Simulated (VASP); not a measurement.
Input of a VASP 6.6.1 run:

The input INCAR:

```
  PREC = Accurate
  ENCUT = 520
  EDIFF = 1E-7
  ISMEAR = -1
  SIGMA = 0.05
  LREAL = F
  LASPH = T
  NELM = 60
  ALGO = Normal
  ISIF = 2
  LWAVE = F
  LCHARG = F
  GGA = PS
  NBANDS = 35
```

The input KPOINTS:

```
regular mesh
0
Gamma
  10 10 2
```

The input POSCAR:

```
MoS2
1.0
    3.1016210404      0.0000000000      0.0000000000
   -1.5508105202      2.6860826139      0.0000000000
    0.0000000000      0.0000000000     11.6498329737
Mo S
2 4
Direct
    0.3333333333      0.6666666667      0.7499940374
    0.6666666667      0.3333333333      0.2500059626
    0.6666666667      0.3333333333      0.6157536481
    0.3333333333      0.6666666667      0.1157647406
    0.6666666667      0.3333333333      0.8842352594
    0.3333333333      0.6666666667      0.3842463519
```

Potentials or basis: VASP PAW PBE potentials, release 64 (Mo_sv, S).

Launch:

```bash
$ cat potpaw_PBE.64/Mo_sv/POTCAR potpaw_PBE.64/S/POTCAR > POTCAR
$ mpirun -np 1 vasp_std > vasp.out
```

(1) Estimate the pressure.

(2) What does it give for the band gap on the k mesh?

## Answers

(1) 5.0 GPa.

(2) 0.56 eV (least direct gap 1.99 eV).

Caveat: the cell stands under pressure; semilocal functionals underestimate gaps, and a narrow one can read as zero; the PAW data sets were made with another functional, which shifts forces and pressure a little.
